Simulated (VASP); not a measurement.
NaB12:

```
Na B
1.0
     0.00000    3.68055    3.68055
     3.68055    0.00000    3.68055
     3.68055    3.68055    0.00000
Na B
1 12
Direct
  0.00000 0.00000 0.00000
  0.83757 0.16243 0.50000
  0.16243 0.83757 0.50000
  0.50000 0.83757 0.16243
  0.16243 0.50000 0.50000
  0.50000 0.50000 0.83757
  0.50000 0.50000 0.16243
  0.50000 0.83757 0.50000
  0.16243 0.50000 0.83757
  0.83757 0.50000 0.50000
  0.50000 0.16243 0.50000
  0.83757 0.50000 0.16243
  0.50000 0.16243 0.83757
```

The cell was generated, and may not be a known phase.

* Program: VASP 6.6.1
* Task: relaxation of cell and atoms
* Functional: PBE
* Potentials or basis: VASP PAW PBE potentials, release 64 (Na_pv, B)
* Cutoff: 600 eV
* k mesh: 4 × 4 × 4
* Occupations: gaussian, width 0.1 eV
* Spin: no spin polarisation

At the start: pressure 9.6 GPa; volume 7.67 Å³/atom.

How do energy, volume and symmetry change on relaxing?

Over 3 steps the energy falls by 11.7 meV/atom and the volume is 8.04 Å³/atom (+4.8 %); space group Fm-3m (No. 225, to 0.1 Å) before and after.

The path:
| step | energy change (eV) | largest force (eV/Å) | pressure (GPa) | volume (Å³) |
| --- | --- | --- | --- | --- |
| 1 | 0.0000 | 0.2681 | 9.57 | 99.72 |
| 2 | -0.1285 | 0.1179 | -3.24 | 106.48 |
| 3 | -0.1515 | 0.0283 | 0.12 | 104.49 |

Final structure:
```cif
data_structure
_symmetry_space_group_name_H-M 'P 1'
_symmetry_Int_Tables_number 1
_cell_length_a 5.2869
_cell_length_b 5.2869
_cell_length_c 5.2869
_cell_angle_alpha 60.000
_cell_angle_beta 60.000
_cell_angle_gamma 60.000
_cell_volume 104.49
loop_
_atom_site_label
_atom_site_type_symbol
_atom_site_fract_x
_atom_site_fract_y
_atom_site_fract_z
_atom_site_occupancy
Na1 Na 0.00000 0.00000 0.00000 1
B1 B 0.83578 0.16422 0.50000 1
B2 B 0.16422 0.83578 0.50000 1
B3 B 0.50000 0.83578 0.16422 1
B4 B 0.16422 0.50000 0.50000 1
B5 B 0.50000 0.50000 0.83578 1
B6 B 0.50000 0.50000 0.16422 1
B7 B 0.50000 0.83578 0.50000 1
B8 B 0.16422 0.50000 0.83578 1
B9 B 0.83578 0.50000 0.50000 1
B10 B 0.50000 0.16422 0.50000 1
B11 B 0.83578 0.50000 0.16422 1
B12 B 0.50000 0.16422 0.83578 1
```

Caveat: the k points lie up to 0.36 Å⁻¹ apart in the final cell, too coarse for converged energies and pressures of a metal; an odd number of electrons without spin polarisation forces a metal; a magnetic or distorted state may lie lower.
